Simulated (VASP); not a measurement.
# Hg (Im-3m) in VASP: further runs, part 2 of 2

VASP 6.6.1. The steps go on from the part before.

## (3) Single point, revPBE

This run uses another cell than the first one, of 110.17 Å³/atom, 4.775 times its volume.

INCAR

```
SYSTEM = Hg
PREC     = Accurate       ! precision mode
ENCUT    = 520            ! plane-wave cutoff, eV
EDIFF    = 1E-6           ! SCF threshold, eV
ISMEAR   = -1             ! smearing method
SIGMA    = 0.1            ! smearing width, eV
LREAL    = .FALSE.        ! projectors in reciprocal space
LASPH    = .TRUE.         ! aspherical terms in the spheres
NELM     = 80             ! most SCF steps
ALGO     = Normal         ! electronic algorithm
ISIF     = 2              ! what is computed and relaxed
LWAVE    = .FALSE.        ! write WAVECAR
LCHARG   = .FALSE.        ! write CHGCAR
GGA      = RE             ! functional
NBANDS   = 12             ! bands
```

KPOINTS

```
Automatic mesh
0
G
  12 12 12
  0 0 0
```

POSCAR

```
Hg
1.0
   -3.0200036234      3.0200036234      3.0200036234
    3.0200036234     -3.0200036234      3.0200036234
    3.0200036234      3.0200036234     -3.0200036234
Hg
1
Direct
    0.0000000000      0.0000000000      0.0000000000
```

Potentials or basis: VASP PAW PBE potentials, release 64 (Hg).

On the command line:

```sh
> cat potpaw_PBE.64/Hg/POTCAR > POTCAR
> mpirun -np 1 vasp_std > vasp.out
```

OUTCAR:

```text
SYSTEM = Hg
   PREC = Accurate
   ENCUT = 520
   EDIFF = 1E-6
   ISMEAR = -1
   LREAL = .FALSE.
   LASPH = .TRUE.
   NELM = 80
   ISIF = 2
   GGA = RE

 ion  position               nearest neighbor table
   1  0.000  0.000  0.000-

  LATTYP: Found a body centered cubic cell.
 ALAT       =     6.0400072468

  Lattice vectors:

 A1 = (  -3.0200036234,   3.0200036234,   3.0200036234)
 A2 = (   3.0200036234,  -3.0200036234,   3.0200036234)
 A3 = (   3.0200036234,   3.0200036234,  -3.0200036234)

Analysis of symmetry for initial positions (statically):
=====================================================================
 Subroutine PRICEL returns:
 Original cell was already a primitive cell.

 Routine SETGRP: Setting up the symmetry group for a
 body centered cubic supercell.

 Subroutine GETGRP returns: Found 48 space group operations
 (whereof 48 operations were pure point group operations)
 out of a pool of 48 trial point group operations.

The static configuration has the point symmetry O_h .

Analysis of symmetry for dynamics (positions and initial velocities):
=====================================================================
 Subroutine PRICEL returns:
 Original cell was already a primitive cell.

 Routine SETGRP: Setting up the symmetry group for a
 body centered cubic supercell.

 Subroutine GETGRP returns: Found 48 space group operations
 (whereof 48 operations were pure point group operations)
 out of a pool of 48 trial point group operations.

The dynamic configuration has the point symmetry O_h .

 Subroutine INISYM returns: Found 48 space group operations
 (whereof 48 operations are pure point group operations),
 and found     1 'primitive' translations

----------------------------------------------------------------------------------------

                                     Primitive cell

  volume of cell :     110.1748

  direct lattice vectors                    reciprocal lattice vectors
    -3.020003623  3.020003623  3.020003623     0.000000000  0.165562715  0.165562715
     3.020003623 -3.020003623  3.020003623     0.165562715  0.000000000  0.165562715
     3.020003623  3.020003623 -3.020003623     0.165562715  0.165562715  0.000000000

  length of vectors
     5.230799715  5.230799715  5.230799715     0.234141037  0.234141037  0.234141037

  position of ions in fractional coordinates (direct lattice)
     0.000000000  0.000000000  0.000000000

  ion indices of the primitive-cell ions
   primitive index   ion index
                 1           1

----------------------------------------------------------------------------------------

 KPOINTS: Automatic mesh

Automatic generation of k-mesh.
 Grid dimensions read from file:
 generate k-points for:   12   12   12

 Generating k-lattice:

  Cartesian coordinates                     Fractional coordinates (reciprocal lattice)
     0.000000000  0.013796893  0.013796893     0.083333333  0.000000000  0.000000000
     0.013796893  0.000000000  0.013796893     0.000000000  0.083333333  0.000000000
     0.013796893  0.013796893  0.000000000     0.000000000  0.000000000  0.083333333

  Length of vectors
     0.019511753  0.019511753  0.019511753

  Shift w.r.t. Gamma in fractional coordinates (k-lattice)
     0.000000000  0.000000000  0.000000000

 Subroutine IBZKPT returns following result:
 ===========================================

 Found     72 irreducible k-points:

 Following reciprocal coordinates:
            Coordinates               Weight
  0.000000  0.000000  0.000000      1.000000
  0.083333  0.000000  0.000000     12.000000
  0.166667  0.000000  0.000000     12.000000
  0.250000  0.000000  0.000000     12.000000
  0.333333  0.000000  0.000000     12.000000
  0.416667  0.000000  0.000000     12.000000
[... 16 lines left out ...]
  0.333333  0.083333  0.083333     24.000000
  0.416667  0.083333  0.083333     12.000000
 [... further k-points ...]
   k-points           NKPTS =     72   k-points in BZ     NKDIM =     72   number of bands    NBANDS=     12
   number of dos      NEDOS =    301   number of ions     NIONS =      1
   total plane-waves  NPLWV =  64000
   dimension x,y,z NGX =    40 NGY =   40 NGZ =   40
   dimension x,y,z NGXF=    80 NGYF=   80 NGZF=   80
   ions per type =               1
   NGX,Y,Z   is equivalent  to a cutoff of  12.71, 12.71, 12.71 a.u.
   NGXF,Y,Z  is equivalent  to a cutoff of  25.43, 25.43, 25.43 a.u.
 SYSTEM =  Hg
   PREC   = accura    normal or accurate (medium, high low for compatibility)
   ISTART =      0    job   : 0-new  1-cont  2-samecut
   ICHARG =      2    charge: 1-file 2-atom 10-const
   ISPIN  =      1    spin polarized calculation?
   LNONCOLLINEAR =      F non collinear calculations
   LSORBIT =      F    spin-orbit coupling
   LASPH  =      T    aspherical Exc in radial PAW
   ENCUT  =  520.0 eV  38.22 Ry    6.18 a.u.   9.73  9.73  9.73*2*pi/ulx,y,z
   NELM   =     80;   NELMIN=  2; NELMDL= -5     # of ELM steps
   EDIFF  = 0.1E-05   stopping-criterion for ELM
   LREAL  =      F    real-space projection
   EDIFFG = 0.1E-04   stopping-criterion for IOM
   NSW    =      0    number of steps for IOM
   IBRION =     -1    ionic relax: 0-MD 1-quasi-New 2-CG
   NFREE  =      0    steps in history (QN), initial steepest desc. (CG)
   ISIF   =      2    stress and relaxation
   ISYM   =      2    0-nonsym 1-usesym 2-fastsym
   POTIM  = 0.5000    time-step for ionic-motion
   TEBEG  =    0.0;   TEEND  =   0.0 temperature during run
   PSTRESS=    0.0 pullay stress
   NELECT =      12.0000    total number of electrons
   NUPDOWN=      -1.0000    fix difference up-down
   EMIN   =  10.00;   EMAX   =-10.00  energy-range for DOS
   EFERMI =   0.00;   METHOD = LEGACY
   ISMEAR =    -1;   SIGMA  =   0.10  broadening in eV -4-tet -1-fermi 0-gaus
   EFERMI_NEDOS =   21; number of points for ismear=-14 and -15
   IALGO  =     38    algorithm
   IMIX   =      4    mixing-type and parameters
     AMIX     =   0.40;   BMIX     =  1.00
     AMIX_MAG =   1.60;   BMIX_MAG =  1.00
  volume/ion in A,a.u.               =     110.17       743.50
  Fermi-wavevector in a.u.,A,eV,Ry     =   0.781822  1.477429  8.316498  0.611245
  Thomas-Fermi vector in A             =   1.885419
   LORBIT       =      0    0 simple, 1 ext, 2 COOP (PROOUT), +10 PAW based schemes
   GGA     = RE    functional components
   LHFCALC =     F    Hartree Fock is set to
   AEXX    =    0.0000 exact exchange contribution
   IVDW    =     0    specifies the selected vdW correction
   LEPSILON=     F    determine dielectric tensor
   LRPA    =     F    only Hartree local field effects (RPA)
 non-spin polarized calculation
  energy-cutoff  :      520.00
  volume of cell :      110.17
 maximum number of plane-waves:      3043
   NGX = 19   NGY = 19   NGZ = 19

 number of electron      11.9999997 magnetization

 Free energy of the ion-electron system (eV)
  ---------------------------------------------------
  ext. energy  EPLUGINS =         0.00000000
  ---------------------------------------------------
  free energy    TOTEN  =        -0.01061957 eV

  energy without entropy =       -0.01061957  energy(sigma->0) =       -0.01061957

 E-fermi :  -2.7720     XC(G=0):  -4.1944

 val. band max:       -4.9133960349   @ k =   0.5000   0.5000   0.5000
 cond. band min:      -0.6379864525   @ k =   0.5000   0.0000   0.0000
 fundamental gap:      4.2754095824
 Fermi energy:        -2.7719655947

 k-point     1 :       0.0000    0.0000    0.0000
  band No.  band energies     occupation
      1      -8.3712      2.00000
      2      -8.3712      2.00000
      3      -8.3712      2.00000
      4      -8.3513      2.00000
      5      -8.3513      2.00000
      6      -5.7815      2.00000
      7       2.4672      0.00000
      8       2.4672      0.00000
      9       2.4672      0.00000
     10       2.9871      0.00000
     11       6.6306      0.00000
     12       6.6306      0.00000

 k-point     2 :       0.0833    0.0000    0.0000
  band No.  band energies     occupation
      1      -8.3716      2.00000
      2      -8.3704      2.00000
      3      -8.3689      2.00000
      4      -8.3518      2.00000
      5      -8.3514      2.00000
      6      -5.7513      2.00000
      7       1.8719      0.00000
      8       2.3820      0.00000
      9       2.4487      0.00000
     10       3.5474      0.00000
     11       6.1441      0.00000
     12       6.2517      0.00000
[... 316 lines left out ...]
 k-point    24 :       0.4167    0.0833    0.0833
  band No.  band energies     occupation
      1      -8.3753      2.00000
      2      -8.3657      2.00000
      3      -8.3524      2.00000
      4      -8.3521      2.00000
      5      -8.3408      2.00000
      6      -5.2191      2.00000
      7      -0.5236      0.00000
      8       1.1054      0.00000
      9       1.7897      0.00000
     10       4.2828      0.00000
     11       5.4002      0.00000
     12       7.4687      0.00000

 [... further k-points ...]
[... 5 lines left out ...]
  --------------------------------------------------------------------------------------
  -------------------------------------------------------------------------------------
  Total        0.0127482      0.0127482      0.0127482      0.0000000      0.0000000      0.0000000
  in kB        0.1853858      0.1853858      0.1853858      0.0000000      0.0000000      0.0000000
  external PRESSURE =       0.1853858 kB  Pullay stress =       0.0000000 kB

 VOLUME and BASIS-vectors are now :
 -----------------------------------------------------------------------------
  energy-cutoff  :      520.00
  volume of cell :      110.17
      direct lattice vectors                 reciprocal lattice vectors
    -3.020003623  3.020003623  3.020003623     0.000000000  0.165562715  0.165562715
     3.020003623 -3.020003623  3.020003623     0.165562715  0.000000000  0.165562715
     3.020003623  3.020003623 -3.020003623     0.165562715  0.165562715  0.000000000

 POSITION                                       TOTAL-FORCE (eV/Angst)
 -----------------------------------------------------------------------------------
      0.00000      0.00000      0.00000         0.000000     -0.000000     -0.000000
 -----------------------------------------------------------------------------------
    total drift:                               -0.000000     -0.000000     -0.000000

  FREE ENERGIE OF THE ION-ELECTRON SYSTEM (eV)
  ---------------------------------------------------
  free  energy   TOTEN  =        -0.0106195717 eV

  energy  without entropy=       -0.0106195714  energy(sigma->0) =       -0.01061957
```

Run time: 22 s. Hardware: 1 thread of AMD EPYC 9R45 (Zen 5), shared host; peak memory 0.25 GiB.

What came out:

| Quantity | Value |
| --- | --- |
| Free energy | -0.0106 eV |
| Pressure | 0.0 GPa |
| Band gap on the k mesh | 4.28 eV, indirect (least direct gap 4.60 eV) |

Caveat: the PAW data sets were made with another functional, which shifts forces and pressure a little; spin-orbit coupling is left out, which moves the levels of the heavy elements.
